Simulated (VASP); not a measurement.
Set up this calculation in VASP 6.6.1, as the native input.

| Item | Value |
| --- | --- |
| Task | single point |
| Functional | PBEsol |
| Potentials or basis | VASP PAW PBE potentials, release 64 (Rh_pv) |
| Cutoff | 500 eV |
| k mesh | 12 × 12 × 12 |
| Occupations | gaussian, width 0.05 eV |
| Spin | no spin polarisation |
| Dipole correction | no |
| Further INCAR settings | ALGO = Normal; EDIFF = 1e-06; NBANDS = 14 |

The structure of Rh lies in POSCAR:

```
Rh
1.0
    0.0000000000      1.8906344306      1.8906344306
    1.8906344306      0.0000000000      1.8906344306
    1.8906344306      1.8906344306      0.0000000000
Rh
1
Direct
    0.0000000000      0.0000000000      0.0000000000
```

These files were run (other wordings do the same):

INCAR

```
PREC = Accurate ; ENCUT = 500
EDIFF = 1E-6 ; ISMEAR = 0
SIGMA = 0.05 ; LREAL = False
LASPH = True ; NELM = 120
ALGO = Normal ; ISIF = 2
LWAVE = False ; LCHARG = False
GGA = PS ; NBANDS = 14
GGA_COMPAT = False
```

KPOINTS

```
Automatic mesh
0
Gamma
  12 12 12
```

Potentials or basis: VASP PAW PBE potentials, release 64 (Rh_pv).

Run with:

```sh
$ cat potpaw_PBE.64/Rh_pv/POTCAR > POTCAR
$ mpirun -np 1 vasp_std > vasp.out
```

Results of the run:

```yaml
Pressure: -0.6 GPa
```

Caveat: the PAW data sets were made with another functional, which shifts forces and pressure a little.

It took 5.5 s on 1 thread of Intel(R) Xeon(R) 6975P-C (Granite Rapids), with other jobs on the host, peak memory 0.13 GiB.
